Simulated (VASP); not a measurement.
# SrO (I4/mmm) in VASP: further runs

SrO is run at these levels: PBE; tasks: single point.

All numbers are computed with VASP 6.6.1; they aren't measurements. Logs are shortened: lines on timing, memory, paths and dates and some standing lists are left out, and cuts for length are marked.

## (1) The cell of the first run

It takes space group I4/mmm (No. 139, tetragonal). The conventional cell has a = 3.379 Å, b = 3.379 Å, c = 5.195 Å, α = 90.00°, β = 90.00°, γ = 90.00°. Sr (site symmetry 4/mmm) has 6 O at 2.39 to 2.60 Å within 3.2 Å. Within 3.2 Å of O (site symmetry 4/mmm) lie 6 Sr at 2.39 to 2.60 Å.

## (2) Single point, PBE (strain -0.080 along x and y, +0.000 along z)

INCAR

```
PREC = Accurate ; ENCUT = 520
EDIFF = 1E-6 ; ISMEAR = 0
SIGMA = 0.05 ; LREAL = False
LASPH = True ; NELM = 80
ALGO = Normal ; ISIF = 2
LWAVE = False ; LCHARG = False
GGA = PE ; NBANDS = 15
```

KPOINTS

```
Automatic mesh
0
Gamma
  8 8 8
```

POSCAR

```
SrO
1.0
    0.0000000000      2.3896004178      2.5973917585
    2.3896004178      0.0000000000      2.5973917585
    2.3896004178      2.3896004178      0.0000000000
Sr O
1 1
Direct
    0.0000000000      0.0000000000      0.0000000000
    0.5000000000      0.5000000000      0.5000000000
```

Potentials or basis: VASP PAW PBE potentials, release 64 (Sr_sv, O).

Started as:

```console
$ cat potpaw_PBE.64/Sr_sv/POTCAR potpaw_PBE.64/O/POTCAR > POTCAR
$ mpirun -np 1 vasp_std > vasp.out
```

OUTCAR:

```text
PREC = Accurate
   ENCUT = 520
   EDIFF = 1E-6
   ISMEAR = 0
   LREAL = False
   LASPH = True
   NELM = 80
   ISIF = 2
   GGA = PE

 ion  position               nearest neighbor table
   1  0.000  0.000  0.000-   2 2.39   2 2.39   2 2.39   2 2.39   2 2.60   2 2.60
   2  0.500  0.500  0.500-   1 2.39   1 2.39   1 2.39   1 2.39   1 2.60   1 2.60

  LATTYP: Found a body centered tetragonal cell.
 ALAT       =     3.3794053195
 C/A-ratio  =     1.5371886548

  Lattice vectors:

 A1 = (  -2.3896004178,   0.0000000000,   2.5973917585)
 A2 = (   2.3896004178,   0.0000000000,   2.5973917585)
 A3 = (   0.0000000000,   2.3896004178,  -2.5973917585)

Analysis of symmetry for initial positions (statically):
=====================================================================
 Subroutine PRICEL returns:
 Original cell was already a primitive cell.

 Routine SETGRP: Setting up the symmetry group for a
 body centered tetragonal supercell.

 Subroutine GETGRP returns: Found 16 space group operations
 (whereof 16 operations were pure point group operations)
 out of a pool of 16 trial point group operations.

The static configuration has the point symmetry D_4h.

Analysis of symmetry for dynamics (positions and initial velocities):
=====================================================================
 Subroutine PRICEL returns:
 Original cell was already a primitive cell.

 Routine SETGRP: Setting up the symmetry group for a
 body centered tetragonal supercell.

 Subroutine GETGRP returns: Found 16 space group operations
 (whereof 16 operations were pure point group operations)
 out of a pool of 16 trial point group operations.

The dynamic configuration has the point symmetry D_4h.

 Subroutine INISYM returns: Found 16 space group operations
 (whereof 16 operations are pure point group operations),
 and found     1 'primitive' translations

----------------------------------------------------------------------------------------

                                     Primitive cell

  volume of cell :      29.6632

  direct lattice vectors                    reciprocal lattice vectors
     0.000000000  2.389600418  2.597391759    -0.209240004  0.209240004  0.192500803
     2.389600418  0.000000000  2.597391759     0.209240004 -0.209240004  0.192500803
     2.389600418  2.389600418  0.000000000     0.209240004  0.209240004 -0.192500803

  length of vectors
     3.529395714  3.529395714  3.379405320     0.353014614  0.353014614  0.353014614

  position of ions in fractional coordinates (direct lattice)
[... 85 lines left out ...]
   ISIF   =      2    stress and relaxation
   ISYM   =      2    0-nonsym 1-usesym 2-fastsym
   POTIM  = 0.5000    time-step for ionic-motion
   TEBEG  =    0.0;   TEEND  =   0.0 temperature during run
   PSTRESS=    0.0 pullay stress
   NELECT =      16.0000    total number of electrons
   NUPDOWN=      -1.0000    fix difference up-down
   EMIN   =  10.00;   EMAX   =-10.00  energy-range for DOS
   EFERMI =   0.00;   METHOD = LEGACY
   ISMEAR =     0;   SIGMA  =   0.05  broadening in eV -4-tet -1-fermi 0-gaus
   EFERMI_NEDOS =   21; number of points for ismear=-14 and -15
   IALGO  =     38    algorithm
   IMIX   =      4    mixing-type and parameters
     AMIX     =   0.40;   BMIX     =  1.00
     AMIX_MAG =   1.60;   BMIX_MAG =  1.00
  volume/ion in A,a.u.               =      14.83       100.09
  Fermi-wavevector in a.u.,A,eV,Ry     =   1.332628  2.518301 24.162538  1.775896
  Thomas-Fermi vector in A             =   2.461548
   LORBIT       =      0    0 simple, 1 ext, 2 COOP (PROOUT), +10 PAW based schemes
   GGA     = PE    functional components
   LHFCALC =     F    Hartree Fock is set to
   AEXX    =    0.0000 exact exchange contribution
   IVDW    =     0    specifies the selected vdW correction
   LEPSILON=     F    determine dielectric tensor
   LRPA    =     F    only Hartree local field effects (RPA)
 non-spin polarized calculation
 Gauss-broadening in eV      SIGMA  =   0.05
  energy-cutoff  :      520.00
  volume of cell :       29.66
 maximum number of plane-waves:       812
 NGX is ok and might be reduce to    28
   NGX = 13   NGY = 13   NGZ = 13

 number of electron      16.0000002 magnetization

 Free energy of the ion-electron system (eV)
  ---------------------------------------------------
  ext. energy  EPLUGINS =         0.00000000
  ---------------------------------------------------
  free energy    TOTEN  =       -11.61629597 eV

  energy without entropy =      -11.61629597  energy(sigma->0) =      -11.61629597

 E-fermi :   2.9031     XC(G=0): -10.6753

 val. band max:        2.6416326932   @ k =   0.5000   0.0000   0.5000
 cond. band min:       5.4398592271   @ k =   0.5000   0.0000   0.5000
 fundamental gap:      2.7982265339
 Fermi energy:         2.9030548305

 k-point     1 :       0.0000    0.0000    0.0000
  band No.  band energies     occupation
      1     -29.5795      2.00000
      2     -12.9005      2.00000
      3     -11.0689      2.00000
      4     -11.0255      2.00000
      5     -11.0255      2.00000
      6       2.1147      2.00000
      7       2.5245      2.00000
      8       2.5245      2.00000
      9       7.1111      0.00000
     10       8.3984      0.00000
     11       9.1467      0.00000
     12       9.1467      0.00000
     13      11.1228      0.00000
     14      11.9878      0.00000
[... 401 lines left out ...]
      2     -14.4117      2.00000
      3     -11.3088      2.00000
      4     -11.1766      2.00000
      5      -9.9551      2.00000
      6       0.5087      2.00000
      7       1.2273      2.00000
      8       1.5443      2.00000
      9       8.2532      0.00000
     10      10.0922      0.00000
     11      11.6284      0.00000
     12      11.9485      0.00000
     13      13.8797      0.00000
     14      15.2111      0.00000
     15      19.8070      0.00000

 [... further k-points ...]
[... 5 lines left out ...]
  --------------------------------------------------------------------------------------
  -------------------------------------------------------------------------------------
  Total        5.7220766      5.7220766      1.7703104      0.0000000     -0.0000000      0.0000000
  in kB      309.0624367    309.0624367     95.6185118      0.0000000     -0.0000000      0.0000000
  external PRESSURE =     237.9144618 kB  Pullay stress =       0.0000000 kB

 VOLUME and BASIS-vectors are now :
 -----------------------------------------------------------------------------
  energy-cutoff  :      520.00
  volume of cell :       29.66
      direct lattice vectors                 reciprocal lattice vectors
     0.000000000  2.389600418  2.597391759    -0.209240004  0.209240004  0.192500803
     2.389600418  0.000000000  2.597391759     0.209240004 -0.209240004  0.192500803
     2.389600418  2.389600418  0.000000000     0.209240004  0.209240004 -0.192500803

 POSITION                                       TOTAL-FORCE (eV/Angst)
 -----------------------------------------------------------------------------------
      0.00000      0.00000      0.00000         0.000000     -0.000000      0.000000
      2.38960      2.38960      2.59739        -0.000000      0.000000      0.000000
 -----------------------------------------------------------------------------------
    total drift:                                0.000000      0.000000      0.000000

  FREE ENERGIE OF THE ION-ELECTRON SYSTEM (eV)
  ---------------------------------------------------
  free  energy   TOTEN  =       -11.6162959750 eV

  energy  without entropy=      -11.6162959750  energy(sigma->0) =      -11.61629597
```

Run time: 20 s. Hardware: 1 thread of Intel Xeon 6975P-C, shared host; peak memory 0.17 GiB.

Results:

* Free energy: -11.6163 eV
* Pressure: 23.8 GPa
* Band gap on the k mesh: 2.80 eV, direct

Stress tensor (GPa, compression positive):
```
30.91  0.00  0.00
 0.00 30.91  0.00
 0.00  0.00  9.56
```

Caveat: the cell differs from its parent crystal (strain -0.080 along x and y, +0.000 along z).

[end of part 1 of 2]
